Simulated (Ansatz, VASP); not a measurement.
# One calculation of Ru, two programs

```xyz
1
Lattice="2.5242 0.0000 0.0000 0.0000 2.5242 0.0000 0.0000 0.0000 2.5242" Properties=species:S:1:pos:R:3 pbc="T T T"
Ru    0.0000    0.0000    0.0000
```

Alike in both runs: task single point; functional r2SCAN; k mesh 14 × 14 × 14; occupations fermi-dirac, width 0.1 eV; no spin polarisation.

|  | VASP | Ansatz |
| --- | --- | --- |
| version | VASP 6.6.1 | Ansatz 0.2.0 |
| potentials or method | VASP PAW PBE potentials, release 64 (Ru_pv), cutoff 520 eV | plane waves (500 eV) with PAW, scalar-relativistic |
| valence electrons in the cell | 14 | 16 |

Ansatz gave:

```
pressure (GPa) : -8.3
```

**Question.** Which values does VASP return?

**Answer.** Pressure (GPa): -7.3.

VASP's potentials were made for PBE, not for r2SCAN. VASP's potentials hold 14 valence electrons a cell and Ansatz's 16, so a difference there can come from the potentials and not from the codes.
